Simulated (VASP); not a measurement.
# Ru (P6_3/mmc) in VASP: notebook, part 2 of 2

VASP 6.6.1.

## Step 5: Single point, r2SCAN (strain along c alone, the other axes held: -2.0 %)

POSCAR reads:

```
Ru
1.0
    2.7024647927      0.0000000000      0.0000000000
   -1.3512323964      2.3404031633      0.0000000000
    0.0000000000      0.0000000000      4.1805222343
Ru
2
Direct
    0.3333333333      0.6666666667      0.2500000000
    0.6666666667      0.3333333333      0.7500000000
```

INCAR.step1 reads:

```
PREC = Accurate
ENCUT = 550
ISMEAR = 0
SIGMA = 0.1
LREAL = F
LASPH = T
NELM = 120
NBANDS = 21
GGA = PE
ALGO = Normal
EDIFF = 1E-5
LWAVE = T
LCHARG = F
GGA_COMPAT = F
```

INCAR.step2 reads:

```
PREC = Accurate
ENCUT = 550
EDIFF = 1E-6
ISMEAR = 0
SIGMA = 0.1
LREAL = F
LASPH = T
NELM = 120
ALGO = Normal
ISIF = 2
LWAVE = F
LCHARG = F
METAGGA = R2SCAN
LMIXTAU = T
NBANDS = 21
ISTART = 1
GGA_COMPAT = F
```

KPOINTS reads:

```
Automatic mesh
0
Gamma
  24 24 12
```

Command:

```sh
> cat potpaw_PBE.64/Ru_pv/POTCAR > POTCAR
> cp INCAR.step1 INCAR
> mpirun -np 1 vasp_std > vasp.out
> cp INCAR.step2 INCAR
> mpirun -np 1 vasp_std > vasp.out
```

Wall time 5.8 min (1 thread of AMD EPYC 9R45 (Zen 5), shared host); peak memory 0.28 GiB.

It converged, with:

```
Free energy            : -50.8296 eV
Pressure               : 9.4 GPa
Band gap on the k mesh : zero (bands 14 and 15 overlap by 3.50 eV)
```

Stress tensor (GPa, compression positive):
```
 6.10  0.00  0.00
 0.00  6.10  0.00
 0.00  0.00 15.94
```

Levels at points of the mesh, in eV from the Fermi level:
| k point | band 10 | band 11 | band 12 | band 13 | band 14 | band 15 | band 16 | band 17 | band 18 | band 19 |
| --- | --- | --- | --- | --- | --- | --- | --- | --- | --- | --- |
| (0.00, 0.00, 0.00) | -2.86 | -2.41 | -2.07 | -2.07 | -1.73 | -1.73 | 1.25 | 1.25 | 1.65 | 8.39 |
| (0.50, 0.00, 0.00) | -3.48 | -2.13 | -2.02 | -1.53 | 1.37 | 1.88 | 2.15 | 4.30 | 6.52 | 8.39 |
| (0.00, 0.00, 0.50) | -3.11 | -3.11 | -3.11 | -2.80 | -2.80 | 0.59 | 0.59 | 0.59 | 0.59 | 8.39 |
| (0.50, 0.00, 0.50) | -4.87 | -1.27 | -1.27 | 0.45 | 0.45 | 1.69 | 1.69 | 3.60 | 3.60 | 8.39 |

Caveat: the cell differs from its parent crystal (strain along c alone, the other axes held: -2.0 %); the stress differs along the axes, from 6 to 16 GPa; the PAW data sets were made with another functional, which shifts forces and pressure a little.

## Step 6: Single point, r2SCAN (biaxial strain in the a-b plane: +3.0 %, then relaxed in part)

POSCAR reads:

```
Ru
1.0
    2.7835387355      0.0000000000      0.0000000000
   -1.3917693677      2.4106152573      0.0000000000
    0.0000000000      0.0000000000      4.1921885782
Ru
2
Direct
    0.3333333333      0.6666666667      0.2500000000
    0.6666666667      0.3333333333      0.7500000000
```

INCAR.step1 reads:

```
PREC     = Accurate       # precision mode
ENCUT    = 620            # plane-wave cutoff, eV
ISMEAR   = 0              # smearing method
SIGMA    = 0.1            # smearing width, eV
LREAL    = False          # projectors in reciprocal space
LASPH    = True           # aspherical terms in the spheres
NELM     = 120            # most SCF steps
NBANDS   = 23             # bands
GGA      = PE             # functional
ALGO     = Normal         # electronic algorithm
EDIFF    = 1E-5           # SCF threshold, eV
LWAVE    = True           # write WAVECAR
LCHARG   = False          # write CHGCAR
GGA_COMPAT= False
```

INCAR.step2 reads:

```
PREC     = Accurate       # precision mode
ENCUT    = 620            # plane-wave cutoff, eV
EDIFF    = 1E-6           # SCF threshold, eV
ISMEAR   = 0              # smearing method
SIGMA    = 0.1            # smearing width, eV
LREAL    = False          # projectors in reciprocal space
LASPH    = True           # aspherical terms in the spheres
NELM     = 120            # most SCF steps
ALGO     = Normal         # electronic algorithm
ISIF     = 2              # what is computed and relaxed
LWAVE    = False          # write WAVECAR
LCHARG   = False          # write CHGCAR
METAGGA  = R2SCAN         # meta-GGA
LMIXTAU  = True         
NBANDS   = 23             # bands
ISTART   = 1            
GGA_COMPAT= False
```

KPOINTS reads:

```
regular mesh
0
Gamma
  24 24 12
```

Potentials or basis: VASP PAW PBE potentials, release 64 (Ru_sv).

Command:

```sh
> cat potpaw_PBE.64/Ru_sv/POTCAR > POTCAR
> cp INCAR.step1 INCAR
> mpirun -np 1 vasp_std > vasp.out
> cp INCAR.step2 INCAR
> mpirun -np 1 vasp_std > vasp.out
```

OUTCAR:

```text
PREC = Accurate
   ENCUT = 620
   EDIFF = 1E-6
   ISMEAR = 0
   LREAL = False
   LASPH = True
   NELM = 120
   ISIF = 2
   METAGGA = R2SCAN
   ISTART = 1

 ion  position               nearest neighbor table
   1  0.333  0.667  0.250-   2 2.64   2 2.64   2 2.64   2 2.64   2 2.64   2 2.64
   2  0.667  0.333  0.750-   1 2.64   1 2.64   1 2.64   1 2.64   1 2.64   1 2.64

  LATTYP: Found a hexagonal cell.
 ALAT       =     2.7835387355
 C/A-ratio  =     1.5060643938

  Lattice vectors:

 A1 = (   2.7835387355,   0.0000000000,   0.0000000000)
 A2 = (  -1.3917693677,   2.4106152573,   0.0000000000)
 A3 = (   0.0000000000,   0.0000000000,   4.1921885782)

Analysis of symmetry for initial positions (statically):
=====================================================================
 Subroutine PRICEL returns:
 Original cell was already a primitive cell.

 Routine SETGRP: Setting up the symmetry group for a
 hexagonal supercell.

 Subroutine GETGRP returns: Found 24 space group operations
 (whereof 12 operations were pure point group operations)
 out of a pool of 24 trial point group operations.

The static configuration has the point symmetry D_3d.
 The point group associated with its full space group is D_6h.

Analysis of symmetry for dynamics (positions and initial velocities):
=====================================================================
 Subroutine PRICEL returns:
 Original cell was already a primitive cell.

 Routine SETGRP: Setting up the symmetry group for a
 hexagonal supercell.

 Subroutine GETGRP returns: Found 24 space group operations
 (whereof 12 operations were pure point group operations)
 out of a pool of 24 trial point group operations.

The dynamic configuration has the point symmetry D_3d.
 The point group associated with its full space group is D_6h.

 Subroutine INISYM returns: Found 24 space group operations
 (whereof 12 operations are pure point group operations),
 and found     1 'primitive' translations

----------------------------------------------------------------------------------------

                                     Primitive cell

  volume of cell :      28.1298

  direct lattice vectors                    reciprocal lattice vectors
     2.783538736  0.000000000  0.000000000     0.359254925  0.207415928  0.000000000
    -1.391769368  2.410615257  0.000000000     0.000000000  0.414831855  0.000000000
     0.000000000  0.000000000  4.192188578     0.000000000  0.000000000  0.238538888

  length of vectors
     2.783538736  2.783538735  4.192188578     0.414831855  0.414831855  0.238538888

  position of ions in fractional coordinates (direct lattice)
     0.333333333  0.666666667  0.250000000
     0.666666667  0.333333333  0.750000000

  ion indices of the primitive-cell ions
   primitive index   ion index
                 1           1
                 2           2

----------------------------------------------------------------------------------------

 KPOINTS: regular mesh

Automatic generation of k-mesh.
 Grid dimensions read from file:
 generate k-points for:   24   24   12

 Generating k-lattice:

  Cartesian coordinates                     Fractional coordinates (reciprocal lattice)
     0.014968955  0.008642330  0.000000000     0.041666667  0.000000000  0.000000000
     0.000000000  0.017284661  0.000000000     0.000000000  0.041666667  0.000000000
     0.000000000  0.000000000  0.019878241     0.000000000  0.000000000  0.083333333

  Length of vectors
     0.017284661  0.017284661  0.019878241

  Shift w.r.t. Gamma in fractional coordinates (k-lattice)
     0.000000000  0.000000000  0.000000000

 Subroutine IBZKPT returns following result:
 ===========================================

 Found    427 irreducible k-points:

 Following reciprocal coordinates:
            Coordinates               Weight
  0.000000  0.000000  0.000000      1.000000
  0.041667  0.000000  0.000000      6.000000
  0.083333  0.000000  0.000000      6.000000
  0.125000  0.000000  0.000000      6.000000
  0.166667  0.000000  0.000000      6.000000
  0.208333  0.000000  0.000000      6.000000
[... 16 lines left out ...]
  0.416667  0.041667  0.000000     12.000000
  0.458333  0.041667  0.000000     12.000000
 [... further k-points ...]
   k-points           NKPTS =    427   k-points in BZ     NKDIM =    427   number of bands    NBANDS=     23
   number of dos      NEDOS =    301   number of ions     NIONS =      2
   total plane-waves  NPLWV =  20736
   dimension x,y,z NGX =    24 NGY =   24 NGZ =   36
   dimension x,y,z NGXF=    48 NGYF=   48 NGZF=   72
   ions per type =               2
   NGX,Y,Z   is equivalent  to a cutoff of  14.33, 14.33, 14.28 a.u.
   NGXF,Y,Z  is equivalent  to a cutoff of  28.67, 28.67, 28.55 a.u.
 SYSTEM =  unknown system
   PREC   = accura    normal or accurate (medium, high low for compatibility)
   ISTART =      1    job   : 0-new  1-cont  2-samecut
   ICHARG =      0    charge: 1-file 2-atom 10-const
   ISPIN  =      1    spin polarized calculation?
   LNONCOLLINEAR =      F non collinear calculations
   LSORBIT =      F    spin-orbit coupling
   LASPH  =      T    aspherical Exc in radial PAW
   ENCUT  =  620.0 eV  45.57 Ry    6.75 a.u.   5.65  5.65  8.51*2*pi/ulx,y,z
   NELM   =    120;   NELMIN=  2; NELMDL=  0     # of ELM steps
   EDIFF  = 0.1E-05   stopping-criterion for ELM
   LREAL  =      F    real-space projection
   EDIFFG = 0.1E-04   stopping-criterion for IOM
   NSW    =      0    number of steps for IOM
   IBRION =     -1    ionic relax: 0-MD 1-quasi-New 2-CG
   NFREE  =      0    steps in history (QN), initial steepest desc. (CG)
   ISIF   =      2    stress and relaxation
   ISYM   =      2    0-nonsym 1-usesym 2-fastsym
   POTIM  = 0.5000    time-step for ionic-motion
   TEBEG  =    0.0;   TEEND  =   0.0 temperature during run
   PSTRESS=    0.0 pullay stress
   NELECT =      32.0000    total number of electrons
   NUPDOWN=      -1.0000    fix difference up-down
   EMIN   =  10.00;   EMAX   =-10.00  energy-range for DOS
   EFERMI =   0.00;   METHOD = LEGACY
   ISMEAR =     0;   SIGMA  =   0.10  broadening in eV -4-tet -1-fermi 0-gaus
   EFERMI_NEDOS =   21; number of points for ismear=-14 and -15
   IALGO  =     38    algorithm
   IMIX   =      4    mixing-type and parameters
     AMIX     =   0.40;   BMIX     =  1.00
     AMIX_MAG =   1.60;   BMIX_MAG =  1.00
  volume/ion in A,a.u.               =      14.06        94.91
  Fermi-wavevector in a.u.,A,eV,Ry     =   1.708977  3.229498 39.737198  2.920602
  Thomas-Fermi vector in A             =   2.787546
   LORBIT       =      0    0 simple, 1 ext, 2 COOP (PROOUT), +10 PAW based schemes
   METAGGA = R2SCAN    functional components
   LHFCALC =     F    Hartree Fock is set to
   AEXX    =    0.0000 exact exchange contribution
   IVDW    =     0    specifies the selected vdW correction
   LEPSILON=     F    determine dielectric tensor
   LRPA    =     F    only Hartree local field effects (RPA)
 non-spin polarized calculation
 Gauss-broadening in eV      SIGMA  =   0.10
  energy-cutoff  :      620.00
  volume of cell :       28.13
 maximum number of plane-waves:      1004
 NGX is ok and might be reduce to    24
   NGX = 11   NGY = 11   NGZ = 17

 number of electron      32.0000005 magnetization

 Free energy of the ion-electron system (eV)
  ---------------------------------------------------
  ext. energy  EPLUGINS =         0.00000000
  ---------------------------------------------------
  free energy    TOTEN  =       -50.85650675 eV

  energy without entropy =      -50.84866119  energy(sigma->0) =      -50.85258397

 E-fermi :  14.3520     XC(G=0): -15.2783

 val. band max:       14.3491926742   @ k =   0.2917   0.1667   0.2500
 cond. band min:      14.3529997812   @ k =   0.2500   0.0833   0.1667
 fundamental gap:      0.0038071070
 Fermi energy:        14.3519852656

 k-point     1 :       0.0000    0.0000    0.0000
  band No.  band energies     occupation
      1     -60.9433      2.00000
      2     -60.7098      2.00000
      3     -30.6835      2.00000
      4     -29.7859      2.00000
      5     -29.7859      2.00000
      6     -29.5753      2.00000
[... 15 lines left out ...]
     22      29.6491      0.00000
     23      33.1799      0.00000

 k-point     2 :       0.0417    0.0000    0.0000
  band No.  band energies     occupation
      1     -60.9411      2.00000
      2     -60.7093      2.00000
      3     -30.6777      2.00000
      4     -29.7961      2.00000
      5     -29.7899      2.00000
      6     -29.5862      2.00000
[... 564 lines left out ...]
 k-point    24 :       0.4583    0.0417    0.0000
  band No.  band energies     occupation
      1     -60.7837      2.00000
      2     -60.7069      2.00000
      3     -30.3860      2.00000
      4     -30.2038      2.00000
      5     -30.1672      2.00000
      6     -29.9969      2.00000
[... 15 lines left out ...]
     22      26.9685      0.00000
     23      26.9818      0.00000

 [... further k-points ...]
[... 5 lines left out ...]
  --------------------------------------------------------------------------------------
  -------------------------------------------------------------------------------------
  Total       -2.9939219     -2.9939219      0.0205452     -0.0000000      0.0000000      0.0000000
  in kB     -170.5238254   -170.5238254      1.1701839     -0.0000000      0.0000000      0.0000000
  external PRESSURE =    -113.2924889 kB  Pullay stress =       0.0000000 kB

 VOLUME and BASIS-vectors are now :
 -----------------------------------------------------------------------------
  energy-cutoff  :      620.00
  volume of cell :       28.13
      direct lattice vectors                 reciprocal lattice vectors
     2.783538736  0.000000000  0.000000000     0.359254925  0.207415928  0.000000000
    -1.391769368  2.410615257  0.000000000     0.000000000  0.414831855  0.000000000
     0.000000000  0.000000000  4.192188578     0.000000000  0.000000000  0.238538888

 POSITION                                       TOTAL-FORCE (eV/Angst)
 -----------------------------------------------------------------------------------
     -0.00000      1.60708      1.04805        -0.000000     -0.000000      0.000000
      1.39177      0.80354      3.14414         0.000000      0.000000      0.000000
 -----------------------------------------------------------------------------------
    total drift:                                0.000000     -0.000000      0.000000

  FREE ENERGIE OF THE ION-ELECTRON SYSTEM (eV)
  ---------------------------------------------------
  free  energy   TOTEN  =       -50.8565067550 eV

  energy  without entropy=      -50.8486611874  energy(sigma->0) =      -50.85258397
```

Run time: 9.3 min. Hardware: 1 thread of Intel Xeon 6975P-C (Granite Rapids), shared host; peak memory 0.37 GiB.

What came out:

```
Free energy            : -50.8565 eV
Pressure               : -11.3 GPa
Band gap on the k mesh : zero (bands 16 and 17 overlap by 3.15 eV)
```

Caveat: the cell differs from its parent crystal (biaxial strain in the a-b plane: +3.0 %, then relaxed in part); the stress differs along the axes, from -17 to 0 GPa; the PAW data sets were made with another functional, which shifts forces and pressure a little.

## Step 7: Summary

| task | potentials or basis | cell | k mesh | cutoff (eV) | gap on the mesh (eV) | pressure (GPa) |
| --- | --- | --- | --- | --- | --- | --- |
| single point | VASP PAW PBE potentials, release 64 (Ru_sv) | a = 2.711, b = 2.711, c = 4.278 Å, angles 90.0, 90.0, 120.0°, 2 atoms | 18 × 18 × 10 | 620 | none | -2.9 |
| relaxation of cell and atoms | VASP PAW PBE potentials, release 64 (Ru_pv) | relaxed to 3 GPa from a = 2.677, b = 2.677, c = 4.226 Å, angles 90.0, 90.0, 120.0°, 2 atoms | 18 × 18 × 10 | 600 | none | 3.0 |
| single point | VASP PAW PBE potentials, release 64 (Ru_pv) | a = 2.702, b = 2.702, c = 4.138 Å, angles 90.0, 90.0, 120.0°, 2 atoms | 24 × 24 × 12 | 550 | none | 13.8 |
| single point | VASP PAW PBE potentials, release 64 (Ru_pv) | a = 2.702, b = 2.702, c = 4.181 Å, angles 90.0, 90.0, 120.0°, 2 atoms | 24 × 24 × 12 | 550 | none | 9.4 |
| single point | VASP PAW PBE potentials, release 64 (Ru_sv) | a = 2.784, b = 2.784, c = 4.192 Å, angles 90.0, 90.0, 120.0°, 2 atoms | 24 × 24 × 12 | 620 | none | -11.3 |

Alike in all rows: level r2SCAN; no spin polarisation; smearing gaussian 0.1 eV.

Caveats: the PAW data sets were made with another functional, which shifts forces and pressure a little; the cell is relaxed towards a set pressure, so the run minimises the enthalpy, not the energy (at least some runs); the stress differs along the axes, from 9 to 24 GPa (at least some runs); the stress differs along the axes, from 6 to 16 GPa (at least some runs); the stress differs along the axes, from -17 to 0 GPa (at least some runs).

Total energies depend on the potentials used, so only differences within one code and one set of settings carry meaning.

The gap in the log of VASP goes by the Fermi energy; the results here count the filled bands.